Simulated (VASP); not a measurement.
# La2O3 (P1) in VASP: a series of runs

Runs on La2O3. Level: PBE. Tasks: single point.

All numbers are computed with VASP 6.6.1; they aren't measurements. Logs are shortened: lines on timing, memory, paths and dates and some standing lists are left out, and cuts for length are marked.

**1. The cell of the first run**

The typed cell holds 5 atoms: a = 3.848 Å, b = 3.912 Å, c = 5.890 Å, α = 90.50°, β = 88.80°, γ = 118.60°.

**2. Single point, PBE**

INCAR

```
ALGO = Normal
EDIFF = 1E-7
ENCUT = 520
GGA = PE
ISIF = 2
ISMEAR = 1
LASPH = T
LCHARG = T
LELF = T
LREAL = F
LVHAR = T
LWAVE = F
NBANDS = 28
NELM = 60
PREC = Accurate
SIGMA = 0.1
```

KPOINTS

```
k-points
0
Gamma
  4 4 2
```

POSCAR

```
La2O3
1.0
    3.8481300000      0.0294100000      0.0399400000
   -1.8986000000      3.4200300000     -0.0170600000
    0.0621000000      0.0052300000      5.8891900000
La O
2 3
Direct
    0.6651900000      0.3153500000      0.7641500000
    0.3094400000      0.6547100000      0.2508000000
    0.6331900000      0.3325100000      0.3454700000
    0.3551100000      0.6860800000      0.6438400000
    0.0044200000      0.0167600000      0.9826100000
```

Potentials or basis: VASP PAW PBE potentials, release 64 (La, O).

Run with:

```sh
$ cat potpaw_PBE.64/La/POTCAR potpaw_PBE.64/O/POTCAR > POTCAR
$ mpirun -np 1 vasp_std > vasp.out
```

OUTCAR:

```text
EDIFF = 1E-7
   ENCUT = 520
   GGA = PE
   ISIF = 2
   ISMEAR = 1
   LASPH = T
   LREAL = F
   NELM = 60
   PREC = Accurate

 ion  position               nearest neighbor table
   1  0.665  0.315  0.764-   4 2.28   4 2.40   4 2.43   3 2.47   5 2.51   5 2.56   5 2.73   2 3.63
                             2 3.65   2 3.66
   2  0.309  0.655  0.251-   3 2.24   4 2.32   3 2.34   3 2.39   5 2.70   5 2.75   5 2.81   1 3.63
                             1 3.65   1 3.66
   3  0.633  0.333  0.345-   2 2.24   2 2.34   2 2.39   1 2.47
   4  0.355  0.686  0.644-   1 2.28   2 2.32   1 2.40   1 2.43
   5  0.004  0.017  0.983-   1 2.51   1 2.56   2 2.70   1 2.73   2 2.75   2 2.81

  LATTYP: Found a triclinic cell.
 ALAT       =     3.8484496422
 B/A-ratio  =     1.0164413048
 C/A-ratio  =     1.5303616456
 COS(alpha) =     0.0087023352
 COS(beta)  =     0.0209276881
 COS(gamma) =     0.4786850384

  Lattice vectors:

 A1 = (  -3.8481300000,  -0.0294100000,  -0.0399400000)
 A2 = (  -1.8986000000,   3.4200300000,  -0.0170600000)
 A3 = (  -0.0621000000,  -0.0052300000,  -5.8891900000)

Analysis of symmetry for initial positions (statically):
=====================================================================
 Subroutine PRICEL returns:
 Original cell was already a primitive cell.

 Routine SETGRP: Setting up the symmetry group for a
 triclinic supercell.

 Subroutine GETGRP returns: Found  1 space group operations
 (whereof  1 operations were pure point group operations)
 out of a pool of  2 trial point group operations.

The static configuration has the point symmetry C_1 .

Analysis of symmetry for dynamics (positions and initial velocities):
=====================================================================
 Subroutine PRICEL returns:
 Original cell was already a primitive cell.

 Routine SETGRP: Setting up the symmetry group for a
 triclinic supercell.

 Subroutine GETGRP returns: Found  1 space group operations
 (whereof  1 operations were pure point group operations)
 out of a pool of  2 trial point group operations.

The dynamic configuration has the point symmetry C_1 .

 Subroutine INISYM returns: Found  1 space group operations
 (whereof  1 operations are pure point group operations),
 and found     1 'primitive' translations

----------------------------------------------------------------------------------------

                                     Primitive cell

  volume of cell :      77.8263

  direct lattice vectors                    reciprocal lattice vectors
     3.848130000  0.029410000  0.039940000     0.258798218  0.143655338 -0.002856537
    -1.898600000  3.420030000 -0.017060000    -0.002222800  0.291159955 -0.000235131
     0.062100000  0.005230000  5.889190000    -0.001761587 -0.000130817  0.169821330

  length of vectors
     3.848449642  3.911723176  5.889519727     0.296009347  0.291168535  0.169830517

  position of ions in fractional coordinates (direct lattice)
     0.665190000  0.315350000  0.764150000
     0.309440000  0.654710000  0.250800000
     0.633190000  0.332510000  0.345470000
     0.355110000  0.686080000  0.643840000
     0.004420000  0.016760000  0.982610000

  ion indices of the primitive-cell ions
   primitive index   ion index
                 1           1
                 2           2
                 3           3
                 4           4
                 5           5

----------------------------------------------------------------------------------------

 KPOINTS: k-points

Automatic generation of k-mesh.
 Grid dimensions read from file:
 generate k-points for:    4    4    2

 Generating k-lattice:

  Cartesian coordinates                     Fractional coordinates (reciprocal lattice)
     0.064699554  0.035913834 -0.000714134     0.250000000 -0.000000000  0.000000000
    -0.000555700  0.072789989 -0.000058783     0.000000000  0.250000000 -0.000000000
    -0.000880794 -0.000065408  0.084910665     0.000000000  0.000000000  0.500000000

  Length of vectors
     0.074002337  0.072792134  0.084915258

  Shift w.r.t. Gamma in fractional coordinates (k-lattice)
     0.000000000  0.000000000  0.000000000

 Subroutine IBZKPT returns following result:
 ===========================================

 Found     20 irreducible k-points:

 Following reciprocal coordinates:
            Coordinates               Weight
  0.000000  0.000000  0.000000      1.000000
  0.250000 -0.000000  0.000000      2.000000
  0.500000 -0.000000  0.000000      1.000000
 -0.000000  0.250000 -0.000000      2.000000
  0.250000  0.250000 -0.000000      2.000000
  0.500000  0.250000  0.000000      2.000000
[... 12 lines left out ...]
  0.250000  0.500000  0.500000      2.000000
  0.500000  0.500000  0.500000      1.000000
   k-points           NKPTS =     20   k-points in BZ     NKDIM =     20   number of bands    NBANDS=     28
   number of dos      NEDOS =    301   number of ions     NIONS =      5
   total plane-waves  NPLWV =  43200
   dimension x,y,z NGX =    30 NGY =   30 NGZ =   48
   dimension x,y,z NGXF=    60 NGYF=   60 NGZF=   96
   ions per type =               2   3
   NGX,Y,Z   is equivalent  to a cutoff of  12.96, 12.75, 13.55 a.u.
   NGXF,Y,Z  is equivalent  to a cutoff of  25.92, 25.50, 27.10 a.u.
 SYSTEM =  unknown system
   PREC   = accura    normal or accurate (medium, high low for compatibility)
   ISTART =      0    job   : 0-new  1-cont  2-samecut
   ICHARG =      2    charge: 1-file 2-atom 10-const
   ISPIN  =      1    spin polarized calculation?
   LNONCOLLINEAR =      F non collinear calculations
   LSORBIT =      F    spin-orbit coupling
   LASPH  =      T    aspherical Exc in radial PAW
   ENCUT  =  520.0 eV  38.22 Ry    6.18 a.u.   7.16  7.27 10.95*2*pi/ulx,y,z
   NELM   =     60;   NELMIN=  2; NELMDL= -5     # of ELM steps
   EDIFF  = 0.1E-06   stopping-criterion for ELM
   LREAL  =      F    real-space projection
   EDIFFG = 0.1E-05   stopping-criterion for IOM
   NSW    =      0    number of steps for IOM
   IBRION =     -1    ionic relax: 0-MD 1-quasi-New 2-CG
   NFREE  =      0    steps in history (QN), initial steepest desc. (CG)
   ISIF   =      2    stress and relaxation
   ISYM   =      2    0-nonsym 1-usesym 2-fastsym
   POTIM  = 0.5000    time-step for ionic-motion
   TEBEG  =    0.0;   TEEND  =   0.0 temperature during run
   PSTRESS=    0.0 pullay stress
   NELECT =      40.0000    total number of electrons
   NUPDOWN=      -1.0000    fix difference up-down
   EMIN   =  10.00;   EMAX   =-10.00  energy-range for DOS
   EFERMI =   0.00;   METHOD = LEGACY
   ISMEAR =     1;   SIGMA  =   0.10  broadening in eV -4-tet -1-fermi 0-gaus
   EFERMI_NEDOS =   21; number of points for ismear=-14 and -15
   IALGO  =     38    algorithm
   IMIX   =      4    mixing-type and parameters
     AMIX     =   0.40;   BMIX     =  1.00
     AMIX_MAG =   1.60;   BMIX_MAG =  1.00
  volume/ion in A,a.u.               =      15.57       105.04
  Fermi-wavevector in a.u.,A,eV,Ry     =   1.311353  2.478097 23.397196  1.719645
  Thomas-Fermi vector in A             =   2.441820
   LORBIT       =      0    0 simple, 1 ext, 2 COOP (PROOUT), +10 PAW based schemes
   GGA     = PE    functional components
   LHFCALC =     F    Hartree Fock is set to
   AEXX    =    0.0000 exact exchange contribution
   IVDW    =     0    specifies the selected vdW correction
   LEPSILON=     F    determine dielectric tensor
   LRPA    =     F    only Hartree local field effects (RPA)
 non-spin polarized calculation
 Methfessel and Paxton  Order N= 1 SIGMA  =   0.10
  energy-cutoff  :      520.00
  volume of cell :       77.83
 maximum number of plane-waves:      2106
 NGX is ok and might be reduce to    30
   NGX = 15   NGY = 15   NGZ = 21

 number of electron      39.9999997 magnetization

 Free energy of the ion-electron system (eV)
  ---------------------------------------------------
  ext. energy  EPLUGINS =         0.00000000
  ---------------------------------------------------
  free energy    TOTEN  =       -41.50842185 eV

  energy without entropy =      -41.51039731  energy(sigma->0) =      -41.50908034

 E-fermi :   6.6371     XC(G=0): -10.7194

 val. band max:        6.5891642951   @ k =   0.5000  -0.0000   0.5000
 cond. band min:      10.4145800175   @ k =   0.5000   0.5000  -0.0000
 fundamental gap:      3.8254157223
 Fermi energy:         6.6370602699

 k-point     1 :       0.0000    0.0000    0.0000
  band No.  band energies     occupation
      1     -23.2264      2.00000
      2     -22.8753      2.00000
      3     -10.6384      2.00000
      4      -9.3793      2.00000
      5      -8.9145      2.00000
      6      -6.7301      2.00000
[... 20 lines left out ...]
     27      12.1881      0.00000
     28      12.3588      0.00000

 k-point     2 :       0.2500   -0.0000    0.0000
  band No.  band energies     occupation
      1     -23.1118      2.00000
      2     -22.8425      2.00000
      3     -10.7119      2.00000
      4     -10.1622      2.00000
      5      -9.3842      2.00000
      6      -7.0166      2.00000
[... 20 lines left out ...]
     27      12.2011      0.00000
     28      12.2711      0.00000

 k-point     3 :       0.5000   -0.0000    0.0000
  band No.  band energies     occupation
      1     -22.9692      2.00000
      2     -22.8329      2.00000
      3     -11.0443      2.00000
      4     -10.7577      2.00000
      5      -9.2082      2.00000
      6      -7.2938      2.00000
[... 20 lines left out ...]
     27      12.0667      0.00000
     28      12.1594      0.00000

 k-point     4 :      -0.0000    0.2500   -0.0000
  band No.  band energies     occupation
      1     -23.1189      2.00000
      2     -22.8442      2.00000
      3     -10.6997      2.00000
      4     -10.2650      2.00000
      5      -9.3515      2.00000
      6      -6.9388      2.00000
[... 454 lines left out ...]
     27      12.0842      0.00000
     28      12.1109      0.00000

 k-point    19 :       0.2500    0.5000    0.5000
  band No.  band energies     occupation
      1     -22.9507      2.00000
      2     -22.8471      2.00000
      3     -11.0967      2.00000
      4     -10.9195      2.00000
      5      -9.3343      2.00000
      6      -7.1852      2.00000
[... 20 lines left out ...]
     27      12.1197      0.00000
     28      12.1624      0.00000

 k-point    20 :       0.5000    0.5000    0.5000
  band No.  band energies     occupation
      1     -22.9360      2.00000
      2     -22.8398      2.00000
      3     -11.2390      2.00000
      4     -10.9299      2.00000
      5      -9.0417      2.00000
      6      -6.9387      2.00000
[... 20 lines left out ...]
     27      12.1394      0.00000
     28      12.1815      0.00000

------------------------ aborting loop because EDIFF is reached ----------------------------------------

  FORCE on cell =-STRESS in cart. coord.  units (eV):
  Direction    XX          YY          ZZ          XY          YZ          ZX
  --------------------------------------------------------------------------------------
  -------------------------------------------------------------------------------------
  Total        4.6767194      3.4694689      4.7839435     -1.1490451      0.3364548     -0.7562282
  in kB       96.2777147     71.4245418     98.4850935    -23.6549222      6.9264578    -15.5681623
  external PRESSURE =      88.7291167 kB  Pullay stress =       0.0000000 kB

 VOLUME and BASIS-vectors are now :
 -----------------------------------------------------------------------------
  energy-cutoff  :      520.00
  volume of cell :       77.83
      direct lattice vectors                 reciprocal lattice vectors
     3.848130000  0.029410000  0.039940000     0.258798218  0.143655338 -0.002856537
    -1.898600000  3.420030000 -0.017060000    -0.002222800  0.291159955 -0.000235131
     0.062100000  0.005230000  5.889190000    -0.001761587 -0.000130817  0.169821330

 POSITION                                       TOTAL-FORCE (eV/Angst)
 -----------------------------------------------------------------------------------
      2.00847      1.10207      4.52141        -0.191205      0.516985     -0.143302
     -0.03669      2.24954      1.47820        -0.246250      0.565187     -0.524335
      1.82675      1.15762      2.05416         0.888408     -0.393948      0.064715
      0.10390      2.36023      3.79417        -0.433984     -0.552589      0.146361
      0.04621      0.06259      5.78667        -0.016969     -0.135635      0.456562
 -----------------------------------------------------------------------------------
    total drift:                                0.000245      0.000058     -0.000021

  FREE ENERGIE OF THE ION-ELECTRON SYSTEM (eV)
  ---------------------------------------------------
  free  energy   TOTEN  =       -41.5084218526 eV

  energy  without entropy=      -41.5103973147  energy(sigma->0) =      -41.50908034
```

Wall time 1.8 min (1 thread of AMD EPYC 7R13, shared host); peak memory 0.19 GiB.

Results:

- Free energy: -41.5084 eV
- Pressure: 8.9 GPa
- Largest force: 0.974 eV/Å
- Band gap on the k mesh: 3.83 eV (least direct gap 4.08 eV)

Forces in eV/Å, atoms in the order of the input:
```
La  -0.191  0.517 -0.143
La  -0.246  0.565 -0.524
O    0.888 -0.394  0.065
O   -0.434 -0.553  0.146
O   -0.017 -0.136  0.457
```

Levels at points of the mesh, in eV from the valence-band top:
```
           k point  band 16  band 17  band 18  band 19  band 20  band 21  band 22  band 23  band 24  band 25
(0.00, 0.00, 0.00)    -2.09    -1.81    -0.65    -0.49    -0.27     4.30     4.39     4.56     5.28     5.41
(0.50, 0.00, 0.00)    -0.92    -0.80    -0.67    -0.52    -0.32     3.92     4.80     5.20     5.30     5.37
(0.00, 0.50, 0.00)    -1.05    -0.88    -0.69    -0.53    -0.47     3.86     4.71     5.28     5.31     5.33
(0.50, 0.50, 0.00)    -1.07    -0.82    -0.72    -0.52    -0.25     3.83     4.77     5.21     5.26     5.37
(0.00, 0.00, 0.50)    -1.93    -1.22    -0.92    -0.44    -0.40     4.60     4.71     4.75     5.09     5.41
(0.50, 0.00, 0.50)    -1.26    -0.94    -0.82    -0.39     0.00     4.54     4.69     5.18     5.29     5.38
(0.00, 0.50, 0.50)    -1.30    -0.99    -0.87    -0.53    -0.06     4.45     4.61     5.16     5.30     5.35
(0.50, 0.50, 0.50)    -1.25    -0.92    -0.81    -0.52    -0.12     4.44     4.58     5.10     5.29     5.42
```

Caveat: the k points lie up to 0.53 Å⁻¹ apart; spin-orbit coupling is left out, which moves the levels of the heavy elements.

(Part 1 of 2 ends here.)
